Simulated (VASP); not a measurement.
Here is a VASP 6.6.1 calculation.

INCAR

```
SYSTEM = InAs
PREC = Accurate
ENCUT = 600
EDIFF = 1E-6
ISMEAR = 0
SIGMA = 0.1
LREAL = .False.
LASPH = .True.
NELM = 80
ALGO = Normal
ISIF = 3
LWAVE = .False.
LCHARG = .False.
GGA = PS
IBRION = 2
NSW = 100
EDIFFG = -0.005
```

The input KPOINTS:

```
Automatic mesh
0
Gamma
  12 12 12
  0 0 0
```

The input POSCAR:

```
InAs
1.0
    0.0000000000      3.0535616558      3.0535616558
    3.0535616558      0.0000000000      3.0535616558
    3.0535616558      3.0535616558      0.0000000000
In As
1 1
Direct
    0.7500000000      0.7500000000      0.7500000000
    0.0000000000      0.0000000000      0.0000000000
```

Potentials or basis: VASP PAW PBE potentials, release 64 (In_d, As).

Run with:

```bash
$ cat potpaw_PBE.64/In_d/POTCAR potpaw_PBE.64/As/POTCAR > POTCAR
$ mpirun -np 1 vasp_std > vasp.out
```

(1) Predict the band gap on the k mesh.

(2) Predict the relaxed volume.

(3) What does it give for the space group after relaxing (to 0.05 Å)?

(4) Predict the relaxed cell.

Results:

(1) zero (filled and empty bands touch).

(2) 28.25 Å³/atom.

(3) F-43m (No. 216).

(4) a = 4.307 Å, b = 4.307 Å, c = 4.307 Å, α = 60.00°, β = 60.00°, γ = 60.00°.

Caveat: the PAW data sets were made with another functional, which shifts forces and pressure a little; spin-orbit coupling is left out, which moves the levels of the heavy elements.
